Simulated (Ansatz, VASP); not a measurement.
Two plane-wave programs on WS2

Contents of INCAR:

```
  PREC = Accurate
  ENCUT = 520
  EDIFF = 1E-6
  ISMEAR = 0
  SIGMA = 0.05
  LREAL = False
  LASPH = True
  NELM = 60
  ALGO = Normal
  ISIF = 2
  LWAVE = False
  LCHARG = False
  GGA = PS
  IVDW = 12
  NBANDS = 20
```

Contents of KPOINTS:

```
Automatic mesh
0
Gamma
  12 12 12
```

The input POSCAR:

```
WS2
1.0
    1.5837000000      0.9143496213      5.4219666667
   -1.5837000000      0.9143496213      5.4219666667
    0.0000000000     -1.8286992426      5.4219666667
W S
1 2
Direct
    0.9993605138      0.9993605138      0.9993605138
    0.7554704513      0.7554704513      0.7554704513
    0.5764690349      0.5764690349      0.5764690349
```

Input for Ansatz:

```yaml
crystal:
  lattice:
    - [1.5837, 0.9143496213, 5.4219666667]
    - [-1.5837, 0.9143496213, 5.4219666667]
    - [0.0, -1.8286992426, 5.4219666667]
  atoms:
    - { symbol: W, position: [0.9993605138, 0.9993605138, 0.9993605138] }
    - { symbol: S, position: [0.7554704513, 0.7554704513, 0.7554704513] }
    - { symbol: S, position: [0.5764690349, 0.5764690349, 0.5764690349] }
basis:
  ecutwfc: 420
kpoints:
  mp_grid: { grid: [12, 12, 12] }
hamiltonian:
  xc: pbesol
  pseudopotentials: { kind: paw, azcp: { folder: soft_1 } }
  dispersion: d3bj
scf:
  occupations: { method: gaussian, width: 0.05 }
output:
  forces: true
  stress: true
  eigenvalues: true
```

Alike in both runs: task single point; functional PBEsol; dispersion D3(BJ); k mesh 12 × 12 × 12; occupations gaussian, width 0.05 eV; no spin polarisation.

|  | VASP | Ansatz |
| --- | --- | --- |
| version | VASP 6.6.1 | Ansatz 0.2.0 |
| potentials or method | VASP PAW PBE potentials, release 64 (W_sv, S), cutoff 520 eV | scalar-relativistic, plane waves, PAW |
| valence electrons in the cell | 26 | 26 |

Ansatz gave:

* gap on the k mesh at the Fermi level (eV): none
* pressure (GPa): 10.9
* traceless stress, the component that is largest in VASP (GPa): 12.99
* rms of the force components (eV/Å): 0.929

What did VASP give for the same quantities?

gap on the k mesh at the Fermi level (eV): none; pressure (GPa): 11.1; traceless stress, the component that is largest in VASP (GPa): 13.08; rms of the force components (eV/Å): 0.936.

VASP's potentials were made for PBE, not for PBEsol, and Ansatz warns of the same on its side. Atom by atom the forces differ by 0.007 eV/Å (rms over components). A gap of «none» marks a metal or a gap that the smearing closes.

Spin-orbit coupling is off throughout.
